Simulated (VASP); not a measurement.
Crystal: Sr2TiC2.

```
Sr Ti C
1.0
     5.63921    0.00000    0.00000
    -2.81961    4.88370    0.00000
     0.00000    0.00000    4.19061
Sr Ti C
2 1 2
Cartesian
  0.0000 3.2558 2.0953
  2.8196 1.6279 2.0953
  0.0000 0.0000 2.0953
  0.0000 3.2558 0.0000
  2.8196 1.6279 0.0000
```

The cell was generated, and may not be a known phase.

- Program: VASP 6.6.1
- Task: relaxation of cell and atoms
- Functional: PBE
- Potentials or basis: VASP PAW PBE potentials, release 64 (Sr_sv, Ti_sv, C)
- Cutoff: 600 eV
- k mesh: 6 × 6 × 4
- Occupations: gaussian, width 0.1 eV
- Spin: no spin polarisation

At the start: pressure 9.0 GPa; volume 23.08 Å³/atom.

Q: Where does the relaxation end?

A: Over 6 steps the energy falls by 311.4 meV/atom and the volume is 30.97 Å³/atom (+34.2 %); space group P6/mmm (No. 191, to 0.1 Å) before and after.

The path:
```csv
step,energy change (eV),largest force (eV/Å),pressure (GPa),volume (Å³)
1,0.0000,0.0000,8.98,115.41
2,-1.3349,0.0000,3.56,138.16
3,-1.5515,0.0000,0.25,151.82
4,-1.5515,0.0000,0.10,152.61
5,-1.5558,0.0000,0.07,153.80
6,-1.5569,0.0000,0.08,154.85
```

Final structure:
```
Sr Ti C
1.0
     6.03032    0.00000    0.00000
    -3.01516    5.22241    0.00000
     0.00000    0.00000    4.91702
Sr Ti C
2 1 2
Direct
  0.33333 0.66667 0.50000
  0.66667 0.33333 0.50000
  0.00000 0.00000 0.50000
  0.33333 0.66667 0.00000
  0.66667 0.33333 0.00000
```

Caveat: the k points lie up to 0.32 Å⁻¹ apart in the final cell, too coarse for converged energies and pressures of a metal; the volume moved by over 15 % at a fixed basis, so the end points are rough.
